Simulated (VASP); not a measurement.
Here is a VASP 6.6.1 calculation.

INCAR

```
SYSTEM = C18N
PREC     = Accurate       ! precision mode
ENCUT    = 520            ! plane-wave cutoff, eV
EDIFF    = 1E-7           ! SCF threshold, eV
ISMEAR   = 0              ! smearing method
SIGMA    = 0.02           ! smearing width, eV
LREAL    = Auto         
LASPH    = .TRUE.         ! aspherical terms in the spheres
NELM     = 150            ! most SCF steps
ALGO     = Normal         ! electronic algorithm
ISIF     = 2              ! what is computed and relaxed
LWAVE    = .FALSE.        ! write WAVECAR
LCHARG   = .FALSE.        ! write CHGCAR
ISPIN    = 2              ! spin polarisation
MAGMOM   = 0 0 0 0 0 0 0 0 0 0 0 0 0 0 0 0 0 0 1 ! initial moments
LORBIT   = 11             ! projections on sites
NBANDS   = 58             ! bands
```

The input KPOINTS:

```
regular mesh
0
G
  2 2 1
  0 0 0
```

POSCAR

```
C18N
1.0
    7.3980000000      0.0000000000      0.0000000000
   -3.6990000000      6.4068560000      0.0000000000
    0.0000000000      0.0000000000     13.0000000000
C N
18 1
Direct
    0.0010662454      0.0061587148      0.0746214330
    0.2252501881      0.1182400250      0.0746251931
   -0.0064509773      0.3355322283      0.0987394468
    0.2328247207      0.4551486213      0.0986313537
    0.0010600628      0.6724093873      0.0746070394
    0.2252203738      0.7844754591      0.0746411986
    0.3368798211      0.0071738102      0.0717481538
    0.5567752929      0.1171098361      0.0706455534
    0.3385727025      0.3377383067      0.0762022894
    0.5575278591      0.4504595602      0.0694673676
    0.3385470679      0.6782666450      0.0762454634
    0.5575191580      0.7845370643      0.0694900579
    0.6688043348      0.0061132798      0.0695331181
    0.8877740621      0.1123823384      0.0763206428
    0.6688153999      0.3401605556      0.0695221985
    0.8877803505      0.4528906748      0.0762774276
    0.6695372877      0.6735194830      0.0705518577
    0.8894298102      0.7834709836      0.0716757423
    0.1133415398      0.3954082264      0.1918394629
```

Potentials or basis: VASP PAW LDA potentials, release 64 (C, N).

Command:

```console
$ cat potpaw_LDA.64/C/POTCAR potpaw_LDA.64/N/POTCAR > POTCAR
$ mpirun -np 1 vasp_std > vasp.out
```

Problem. Predict the largest force.

Solution. 0.265 eV/Å.

Problem. Estimate the site moments.

Solution. C -0.00, +0.00, +0.01 (each value once); N +0.32 μB.

Problem. Predict the net moment.

Solution. 0.50 μB per cell.

Forces in eV/Å, atoms in the order of the input:
```
C   -0.003  0.001  0.001
C    0.008 -0.005 -0.003
C   -0.086 -0.050 -0.099
C    0.087  0.047 -0.097
C   -0.004 -0.007  0.001
C    0.012  0.008 -0.002
C    0.001 -0.004 -0.002
C    0.000  0.003 -0.003
C   -0.016  0.009 -0.005
C    0.007  0.001 -0.007
C    0.003  0.004 -0.008
C    0.000  0.002 -0.009
C   -0.007  0.002 -0.004
C    0.007  0.002 -0.016
C   -0.007 -0.009 -0.009
C    0.009  0.004 -0.006
C   -0.002 -0.004  0.001
C   -0.006 -0.004  0.001
N   -0.002  0.000  0.265
```

Caveat: the k points lie up to 0.49 Å⁻¹ apart; there is no dipole correction, which matters where the two faces differ.
